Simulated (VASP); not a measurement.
A run of VASP 6.6.1 is set up as follows.

INCAR

```
ALGO = Normal
EDIFF = 1E-6
ENCUT = 520
GGA = PE
ISIF = 2
ISMEAR = 0
IVDW = 12
LASPH = T
LCHARG = F
LREAL = F
LWAVE = F
NBANDS = 8
NELM = 80
PREC = Accurate
SIGMA = 0.1
```

Contents of KPOINTS:

```
k-points
0
Gamma
  18 18 18
```

Contents of POSCAR:

```
Al
1.0
    0.0000000000      1.9297377644      1.9297377644
    1.9297377644      0.0000000000      1.9297377644
    1.9297377644      1.9297377644      0.0000000000
Al
1
Direct
    0.0000000000      0.0000000000      0.0000000000
```

Potentials or basis: VASP PAW PBE potentials, release 64 (Al).

The run is started by

```bash
$ cat potpaw_PBE.64/Al/POTCAR > POTCAR
$ mpirun -np 1 vasp_std > vasp.out
```

Problem. Predict the pressure.

Solution. 10.0 GPa.

Problem. Estimate the dispersion energy per atom.

Solution. -0.388 eV.

Caveat: pairwise dispersion overbinds metals, which lowers pressure and volume.
